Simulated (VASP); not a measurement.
# ZnO (P6_3mc) in VASP: a series of runs, part 2 of 2

VASP 6.6.1. Earlier steps stand in the parts before.

## 3. Electric field gradients, LDA (volume scaled by 0.98)

INCAR

```
PREC = Accurate
ENCUT = 910
EDIFF = 1E-8
ISMEAR = -1
SIGMA = 0.01
LREAL = False
LASPH = True
NELM = 120
ALGO = Normal
ISIF = 2
LWAVE = False
LCHARG = False
LEFG = True
NBANDS = 26
GGA_COMPAT = False
```

KPOINTS

```
Automatic mesh
0
Gamma
  8 8 5
```

POSCAR

```
ZnO
1.0
    3.2275900217      0.0000000000      0.0000000000
   -1.6137950108      2.7951749517      0.0000000000
    0.0000000000      0.0000000000      5.1688741155
Zn O
2 2
Direct
    0.3333333333      0.6666666667      0.0000000000
    0.6666666667      0.3333333333      0.5000000000
    0.3333333333      0.6666666667      0.3821000000
    0.6666666667      0.3333333333      0.8821000000
```

Potentials or basis: VASP PAW LDA potentials, release 64 (Zn, O_h).

Launch:

```console
> cat potpaw_LDA.64/Zn/POTCAR potpaw_LDA.64/O_h/POTCAR > POTCAR
> mpirun -np 1 vasp_std > vasp.out
```

OUTCAR:

```text
PREC = Accurate
   ENCUT = 910
   EDIFF = 1E-8
   ISMEAR = -1
   LREAL = False
   LASPH = True
   NELM = 120
   ISIF = 2

 ion  position               nearest neighbor table
   1  0.333  0.667  0.000-   4 1.96   4 1.96   4 1.96   3 1.98
   2  0.667  0.333  0.500-   3 1.96   3 1.96   3 1.96   4 1.98
   3  0.333  0.667  0.382-   2 1.96   2 1.96   2 1.96   1 1.98
   4  0.667  0.333  0.882-   1 1.96   1 1.96   1 1.96   2 1.98

  LATTYP: Found a hexagonal cell.
 ALAT       =     3.2275900217
 C/A-ratio  =     1.6014655147

  Lattice vectors:

 A1 = (   3.2275900217,   0.0000000000,   0.0000000000)
 A2 = (  -1.6137950108,   2.7951749517,   0.0000000000)
 A3 = (   0.0000000000,   0.0000000000,   5.1688741155)

Analysis of symmetry for initial positions (statically):
=====================================================================
 Subroutine PRICEL returns:
 Original cell was already a primitive cell.

 Routine SETGRP: Setting up the symmetry group for a
 hexagonal supercell.

 Subroutine GETGRP returns: Found 12 space group operations
 (whereof  6 operations were pure point group operations)
 out of a pool of 24 trial point group operations.

The static configuration has the point symmetry C_3v.
 The point group associated with its full space group is C_6v.

Analysis of symmetry for dynamics (positions and initial velocities):
=====================================================================
 Subroutine PRICEL returns:
 Original cell was already a primitive cell.

 Routine SETGRP: Setting up the symmetry group for a
 hexagonal supercell.

 Subroutine GETGRP returns: Found 12 space group operations
 (whereof  6 operations were pure point group operations)
 out of a pool of 24 trial point group operations.

The dynamic configuration has the point symmetry C_3v.
 The point group associated with its full space group is C_6v.

 Subroutine INISYM returns: Found 12 space group operations
 (whereof  6 operations are pure point group operations),
 and found     1 'primitive' translations

----------------------------------------------------------------------------------------

                                     Primitive cell

  volume of cell :      46.6319

  direct lattice vectors                    reciprocal lattice vectors
     3.227590022  0.000000000  0.000000000     0.309828694  0.178879680  0.000000000
    -1.613795011  2.795174952  0.000000000     0.000000000  0.357759359  0.000000000
     0.000000000  0.000000000  5.168874116     0.000000000  0.000000000  0.193465729

  length of vectors
     3.227590022  3.227590022  5.168874116     0.357759359  0.357759359  0.193465729

  position of ions in fractional coordinates (direct lattice)
     0.333333333  0.666666667  0.000000000
     0.666666667  0.333333333  0.500000000
     0.333333333  0.666666667  0.382100000
     0.666666667  0.333333333  0.882100000

  ion indices of the primitive-cell ions
   primitive index   ion index
[... 82 lines left out ...]
   ISIF   =      2    stress and relaxation
   ISYM   =      2    0-nonsym 1-usesym 2-fastsym
   POTIM  = 0.5000    time-step for ionic-motion
   TEBEG  =    0.0;   TEEND  =   0.0 temperature during run
   PSTRESS=    0.0 pullay stress
   NELECT =      36.0000    total number of electrons
   NUPDOWN=      -1.0000    fix difference up-down
   EMIN   =  10.00;   EMAX   =-10.00  energy-range for DOS
   EFERMI =   0.00;   METHOD = LEGACY
   ISMEAR =    -1;   SIGMA  =   0.01  broadening in eV -4-tet -1-fermi 0-gaus
   EFERMI_NEDOS =   21; number of points for ismear=-14 and -15
   IALGO  =     38    algorithm
   IMIX   =      4    mixing-type and parameters
     AMIX     =   0.40;   BMIX     =  1.00
     AMIX_MAG =   1.60;   BMIX_MAG =  1.00
  volume/ion in A,a.u.               =      11.66        78.67
  Fermi-wavevector in a.u.,A,eV,Ry     =   1.501809  2.838007 30.686972  2.255429
  Thomas-Fermi vector in A             =   2.613131
   LORBIT       =      0    0 simple, 1 ext, 2 COOP (PROOUT), +10 PAW based schemes
   GGA     = CA    functional components
   LHFCALC =     F    Hartree Fock is set to
   AEXX    =    0.0000 exact exchange contribution
   IVDW    =     0    specifies the selected vdW correction
   LEPSILON=     F    determine dielectric tensor
   LRPA    =     F    only Hartree local field effects (RPA)
 non-spin polarized calculation
  energy-cutoff  :      910.00
  volume of cell :       46.63
 maximum number of plane-waves:      2933
 NGX is ok and might be reduce to    32
   NGX = 15   NGY = 15   NGZ = 25

 number of electron      35.9999999 magnetization

 Free energy of the ion-electron system (eV)
  ---------------------------------------------------
  ext. energy  EPLUGINS =         0.00000000
  ---------------------------------------------------
  free energy    TOTEN  =       -21.16369056 eV

  energy without entropy =      -21.16369056  energy(sigma->0) =      -21.16369056

 E-fermi :   1.6762     XC(G=0): -11.5768

 val. band max:        1.4042146939   @ k =   0.0000   0.0000   0.0000
 cond. band min:       2.1809353089   @ k =   0.0000   0.0000   0.0000
 fundamental gap:      0.7767206150
 Fermi energy:         1.6762350886

 k-point     1 :       0.0000    0.0000    0.0000
  band No.  band energies     occupation
      1     -16.5690      2.00000
      2     -15.7612      2.00000
      3      -4.4824      2.00000
      4      -4.4824      2.00000
      5      -4.4359      2.00000
      6      -4.3922      2.00000
[... 685 lines left out ...]
     25      14.9072      0.00000
     26      15.1469      0.00000

 [... further k-points ...]
[... 5 lines left out ...]
  --------------------------------------------------------------------------------------
  -------------------------------------------------------------------------------------
  Total       -1.0566759     -1.0566759     -0.9053437     -0.0000000      0.0000000      0.0000000
  in kB      -36.3052186    -36.3052186    -31.1057540     -0.0000000      0.0000000      0.0000000
  external PRESSURE =     -34.5720637 kB  Pullay stress =       0.0000000 kB

 VOLUME and BASIS-vectors are now :
 -----------------------------------------------------------------------------
  energy-cutoff  :      910.00
  volume of cell :       46.63
      direct lattice vectors                 reciprocal lattice vectors
     3.227590022  0.000000000  0.000000000     0.309828694  0.178879680  0.000000000
    -1.613795011  2.795174952  0.000000000     0.000000000  0.357759359  0.000000000
     0.000000000  0.000000000  5.168874116     0.000000000  0.000000000  0.193465729

 POSITION                                       TOTAL-FORCE (eV/Angst)
 -----------------------------------------------------------------------------------
     -0.00000      1.86345      0.00000         0.000000     -0.000000      0.041375
      1.61380      0.93172      2.58444         0.000000      0.000000      0.041375
     -0.00000      1.86345      1.97503        -0.000000     -0.000000     -0.041375
      1.61380      0.93172      4.55946         0.000000      0.000000     -0.041375
 -----------------------------------------------------------------------------------
    total drift:                               -0.000000     -0.000000     -0.000902

  FREE ENERGIE OF THE ION-ELECTRON SYSTEM (eV)
  ---------------------------------------------------
  free  energy   TOTEN  =       -21.1636905612 eV

  energy  without entropy=      -21.1636905612  energy(sigma->0) =      -21.16369056

 Electric field gradients (V/A^2)
---------------------------------------------------------------------
 ion       V_xx      V_yy      V_zz      V_xy      V_xz      V_yz
---------------------------------------------------------------------
   1      -4.007    -4.009     8.016    -0.002     0.000    -0.000
   2      -4.007    -4.009     8.016    -0.002    -0.000     0.000
   3       1.722     1.724    -3.446     0.001     0.000    -0.000
   4       1.722     1.724    -3.446     0.001    -0.000     0.000
---------------------------------------------------------------------

 Electric field gradients after diagonalization (V/A^2)
 (convention: |V_zz| > |V_xx| > |V_yy|)
----------------------------------------------------------------------
 ion       V_xx      V_yy      V_zz     asymmetry (V_yy - V_xx)/ V_zz
----------------------------------------------------------------------
   1      -4.010    -4.006     8.016       0.001
   2      -4.010    -4.006     8.016       0.001
   3       1.724     1.722    -3.446       0.001
   4       1.724     1.722    -3.446       0.001
----------------------------------------------------------------------

           NMR quadrupolar parameters

 Cq : quadrupolar parameter    Cq=e*Q*V_zz/h
 eta: asymmetry parameters     (V_yy - V_xx)/ V_zz
 Q  : nuclear electric quadrupole moment in mb (millibarn)
----------------------------------------------------------------------
 ion       Cq(MHz)       eta       Q (mb)
----------------------------------------------------------------------
   1       0.019       0.001       1.000
   2       0.019       0.001       1.000
   3      -0.008       0.001       1.000
   4      -0.008       0.001       1.000
----------------------------------------------------------------------
```

Wall time 96 s (1 thread of AMD EPYC 7R43 (Zen 3), shared host); peak memory 0.19 GiB.

What came out:

* Free energy: -21.1637 eV
* Pressure: -3.5 GPa
* Largest force: 0.041 eV/Å
* Band gap on the k mesh: 0.78 eV, direct

Forces on the atoms (eV/Å):
```
Zn   0.000  0.000  0.041
Zn   0.000  0.000  0.041
O    0.000  0.000 -0.041
O    0.000  0.000 -0.041
```

Electric field gradients, principal values (V/Å²):
| atom | least | middle | greatest (by size) |
| --- | --- | --- | --- |
| 1 Zn | -4.006 | -4.010 | 8.016 |
| 2 Zn | -4.006 | -4.010 | 8.016 |
| 3 O | 1.722 | 1.724 | -3.446 |
| 4 O | 1.722 | 1.724 | -3.446 |

Caveat: the cutoff is under 1.25 times the usual one of these potentials, so pressure, stress and relaxed cells hold a basis-set (Pulay) error; without QUAD_EFG the Cq values of the log hold for a quadrupole moment of 1 mb, not for the nuclei.

## 4. Electric field gradients, LDA (volume scaled by 0.94)

INCAR

```
SYSTEM = ZnO
ALGO = Normal
EDIFF = 1E-8
ENCUT = 910
GGA = CA
GGA_COMPAT = .FALSE.
ISIF = 2
ISMEAR = -1
LASPH = .TRUE.
LCHARG = .FALSE.
LEFG = .TRUE.
LREAL = .FALSE.
LWAVE = .FALSE.
NBANDS = 26
NELM = 120
PREC = Accurate
SIGMA = 0.01
```

KPOINTS

```
k-points
0
G
  8 8 5
  0 0 0
```

POSCAR

```
ZnO
1.0
    3.1830658516      0.0000000000      0.0000000000
   -1.5915329258      2.7566158894      0.0000000000
    0.0000000000      0.0000000000      5.0975701925
Zn O
2 2
Direct
    0.3333333333      0.6666666667      0.0000000000
    0.6666666667      0.3333333333      0.5000000000
    0.3333333333      0.6666666667      0.3821000000
    0.6666666667      0.3333333333      0.8821000000
```

Potentials or basis: VASP PAW LDA potentials, release 64 (Zn, O_h).

Launch:

```console
> cat potpaw_LDA.64/Zn/POTCAR potpaw_LDA.64/O_h/POTCAR > POTCAR
> mpirun -np 1 vasp_std > vasp.out
```

OUTCAR:

```text
SYSTEM = ZnO
   EDIFF = 1E-8
   ENCUT = 910
   GGA = CA
   ISIF = 2
   ISMEAR = -1
   LASPH = .TRUE.
   LREAL = .FALSE.
   NELM = 120
   PREC = Accurate

 ion  position               nearest neighbor table
   1  0.333  0.667  0.000-   4 1.93   4 1.93   4 1.93   3 1.95
   2  0.667  0.333  0.500-   3 1.93   3 1.93   3 1.93   4 1.95
   3  0.333  0.667  0.382-   2 1.93   2 1.93   2 1.93   1 1.95
   4  0.667  0.333  0.882-   1 1.93   1 1.93   1 1.93   2 1.95

  LATTYP: Found a hexagonal cell.
 ALAT       =     3.1830658516
 C/A-ratio  =     1.6014655147

  Lattice vectors:

 A1 = (   3.1830658516,   0.0000000000,   0.0000000000)
 A2 = (  -1.5915329258,   2.7566158894,   0.0000000000)
 A3 = (   0.0000000000,   0.0000000000,   5.0975701925)

Analysis of symmetry for initial positions (statically):
=====================================================================
 Subroutine PRICEL returns:
 Original cell was already a primitive cell.

 Routine SETGRP: Setting up the symmetry group for a
 hexagonal supercell.

 Subroutine GETGRP returns: Found 12 space group operations
 (whereof  6 operations were pure point group operations)
 out of a pool of 24 trial point group operations.

The static configuration has the point symmetry C_3v.
 The point group associated with its full space group is C_6v.

Analysis of symmetry for dynamics (positions and initial velocities):
=====================================================================
 Subroutine PRICEL returns:
 Original cell was already a primitive cell.

 Routine SETGRP: Setting up the symmetry group for a
 hexagonal supercell.

 Subroutine GETGRP returns: Found 12 space group operations
[... 170 lines left out ...]
      6      -4.1901      2.00000
[... 685 lines left out ...]
     25      15.5779      0.00000
     26      15.8461      0.00000

 [... further k-points ...]
[... 5 lines left out ...]
  --------------------------------------------------------------------------------------
  -------------------------------------------------------------------------------------
  Total        0.8831645      0.8831645      0.9809567     -0.0000000      0.0000000      0.0000000
  in kB       31.6349452     31.6349452     35.1378621     -0.0000000      0.0000000      0.0000000
  external PRESSURE =      32.8025842 kB  Pullay stress =       0.0000000 kB

 VOLUME and BASIS-vectors are now :
 -----------------------------------------------------------------------------
  energy-cutoff  :      910.00
  volume of cell :       44.73
      direct lattice vectors                 reciprocal lattice vectors
     3.183065852  0.000000000  0.000000000     0.314162523  0.181381817  0.000000000
    -1.591532926  2.756615889  0.000000000     0.000000000  0.362763635  0.000000000
     0.000000000  0.000000000  5.097570193     0.000000000  0.000000000  0.196171894

 POSITION                                       TOTAL-FORCE (eV/Angst)
 -----------------------------------------------------------------------------------
     -0.00000      1.83774      0.00000        -0.000000      0.000000      0.042953
      1.59153      0.91887      2.54879         0.000000     -0.000000      0.042953
     -0.00000      1.83774      1.94778         0.000000     -0.000000     -0.042953
      1.59153      0.91887      4.49657        -0.000000      0.000000     -0.042953
 -----------------------------------------------------------------------------------
    total drift:                               -0.000000      0.000000      0.000833

  FREE ENERGIE OF THE ION-ELECTRON SYSTEM (eV)
  ---------------------------------------------------
  free  energy   TOTEN  =       -21.1618010746 eV

  energy  without entropy=      -21.1618010746  energy(sigma->0) =      -21.16180107

 Electric field gradients (V/A^2)
---------------------------------------------------------------------
 ion       V_xx      V_yy      V_zz      V_xy      V_xz      V_yz
---------------------------------------------------------------------
   1      -4.254    -4.257     8.511    -0.002    -0.000     0.000
   2      -4.254    -4.257     8.511    -0.002     0.000    -0.000
   3       1.697     1.698    -3.395     0.002     0.000    -0.000
   4       1.697     1.698    -3.395     0.002    -0.000     0.000
---------------------------------------------------------------------

 Electric field gradients after diagonalization (V/A^2)
 (convention: |V_zz| > |V_xx| > |V_yy|)
----------------------------------------------------------------------
 ion       V_xx      V_yy      V_zz     asymmetry (V_yy - V_xx)/ V_zz
----------------------------------------------------------------------
   1      -4.258    -4.253     8.511       0.001
   2      -4.258    -4.253     8.511       0.001
   3       1.699     1.696    -3.395       0.001
   4       1.699     1.696    -3.395       0.001
----------------------------------------------------------------------

           NMR quadrupolar parameters

 Cq : quadrupolar parameter    Cq=e*Q*V_zz/h
 eta: asymmetry parameters     (V_yy - V_xx)/ V_zz
 Q  : nuclear electric quadrupole moment in mb (millibarn)
----------------------------------------------------------------------
 ion       Cq(MHz)       eta       Q (mb)
----------------------------------------------------------------------
   1       0.021       0.001       1.000
   2       0.021       0.001       1.000
   3      -0.008       0.001       1.000
   4      -0.008       0.001       1.000
----------------------------------------------------------------------
```

OSZICAR:

```text
N       E                     dE             d eps       ncg     rms          rms(c)
DAV:   1     0.395299773894E+03    0.39530E+03   -0.25435E+04  1600   0.300E+03
DAV:   2     0.447088190620E+02   -0.35059E+03   -0.32922E+03  1600   0.563E+02
DAV:   3    -0.207632226512E+02   -0.65472E+02   -0.63226E+02  1824   0.195E+02
DAV:   4    -0.241865541276E+02   -0.34233E+01   -0.33949E+01  1738   0.489E+01
DAV:   5    -0.242188798253E+02   -0.32326E-01   -0.32301E-01  1780   0.485E+00    0.161E+01
DAV:   6    -0.210611177753E+02    0.31578E+01   -0.56594E+00  2568   0.595E+01    0.102E+01
DAV:   7    -0.212311666024E+02   -0.17005E+00   -0.26945E+00  1768   0.160E+01    0.602E+00
DAV:   8    -0.212078459459E+02    0.23321E-01   -0.56730E-01  2106   0.673E+00    0.179E+00
DAV:   9    -0.211600257946E+02    0.47820E-01   -0.84209E-02  2284   0.573E+00    0.431E-01
DAV:  10    -0.211618162153E+02   -0.17904E-02   -0.41528E-02  1590   0.162E+00    0.802E-02
DAV:  11    -0.211618370511E+02   -0.20836E-04   -0.89263E-04  1936   0.598E-01    0.449E-02
DAV:  12    -0.211618017034E+02    0.35348E-04   -0.22053E-04  1862   0.434E-01    0.106E-02
DAV:  13    -0.211618018485E+02   -0.14507E-06   -0.16058E-05  2374   0.688E-02    0.860E-03
DAV:  14    -0.211618011564E+02    0.69207E-06   -0.37293E-06  1944   0.231E-02    0.332E-03
DAV:  15    -0.211618011350E+02    0.21482E-07   -0.23632E-07  1804   0.765E-03    0.274E-03
DAV:  16    -0.211618010768E+02    0.58121E-07   -0.10493E-07  1836   0.310E-03    0.143E-03
DAV:  17    -0.211618010667E+02    0.10149E-07   -0.74645E-08  1942   0.230E-03    0.788E-05
DAV:  18    -0.211618010746E+02   -0.79353E-08   -0.45657E-09   798   0.758E-04
   1 F= -.21161801E+02 E0= -.21161801E+02  d E =-.352253E-15
```

It took 71 s on 1 thread of Intel Xeon Platinum 8259CL at 2.50GHz (Skylake/Cascade Lake), shared host; peak memory 0.23 GiB.

Results:

```
Free energy            : -21.1618 eV
Pressure               : 3.3 GPa
Largest force          : 0.043 eV/Å
Band gap on the k mesh : 0.84 eV, direct
```

Forces on the atoms (eV/Å):
```
Zn   0.000  0.000  0.043
Zn   0.000  0.000  0.043
O    0.000  0.000 -0.043
O    0.000  0.000 -0.043
```

Electric field gradients, principal values (V/Å²):
```csv
atom,least,middle,greatest (by size)
1 Zn,-4.253,-4.258,8.511
2 Zn,-4.253,-4.258,8.511
3 O,1.696,1.699,-3.395
4 O,1.696,1.699,-3.395
```

Caveat: the cutoff is under 1.25 times the usual one of these potentials, so pressure, stress and relaxed cells hold a basis-set (Pulay) error; without QUAD_EFG the Cq values of the log hold for a quadrupole moment of 1 mb, not for the nuclei.

## 5. The runs side by side

```tsv
cell	gap on the mesh (eV)	pressure (GPa)	largest force (eV/Å)
a = 3.239, b = 3.239, c = 5.186 Å, angles 90.0, 90.0, 120.0°, 4 atoms	0.76	-4.9	0.04
a = 3.228, b = 3.228, c = 5.169 Å, angles 90.0, 90.0, 120.0°, 4 atoms	0.78	-3.5	0.04
a = 3.183, b = 3.183, c = 5.098 Å, angles 90.0, 90.0, 120.0°, 4 atoms	0.84	3.3	0.04
```

Alike in all rows: task electric field gradients; level LDA; potentials or basis VASP PAW LDA potentials, release 64 (Zn, O_h); no spin polarisation; k mesh 8 × 8 × 5; cutoff (eV) 910; smearing fermi-dirac 0.01 eV.

Caveats: the cutoff is under 1.25 times the usual one of these potentials, so pressure, stress and relaxed cells hold a basis-set (Pulay) error.

Total energies depend on the potentials used, so only differences within one code and one set of settings carry meaning.
